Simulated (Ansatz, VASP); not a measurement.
# One calculation of CuO, two programs

```
CELL_PARAMETERS angstrom
1.99097 -2.15355 0.00000
1.99097 2.15355 0.00000
0.00000 0.00000 5.15593
ATOMIC_POSITIONS crystal
Cu 0.50000 0.00000 0.00000
Cu 0.00000 0.50000 0.50000
O 0.50000 0.50000 0.25000
O 0.50000 0.50000 0.75000
```

Alike in both runs: functional PBEsol; k mesh 9 × 9 × 5; occupations fermi-dirac, width 0.05 eV; no spin polarisation; Hubbard terms Cu d U = 2.0 eV.

|  | VASP | Ansatz |
| --- | --- | --- |
| version | VASP 6.6.1 | Ansatz 0.2.0 |
| potentials or method | VASP PAW PBE potentials, release 64 (Cu, O), cutoff 520 eV | all-electron LAPW, scalar-relativistic |
| task | single point | density of states |

Ansatz gave:

* gap on the k mesh at the Fermi level (eV): none
* pressure (GPa): -5.1
* traceless stress, the component that is largest in VASP (GPa): -1.29

**Question.** What did VASP give for the same quantities?

**Answer.** gap on the k mesh at the Fermi level (eV): none; pressure (GPa): -6.5; traceless stress, the component that is largest in VASP (GPa): -1.45.

VASP's potentials were made for PBE, not for PBEsol. The programs project onto different local orbitals, so the same U acts differently, and such runs can settle in different states. A gap of «none» marks a metal or a gap that the smearing closes. Ansatz ran all-electron here, and VASP with PAW potentials.

Noted on Ansatz's run: U is the effective U less J, on atomic orbitals that reach past the spheres.
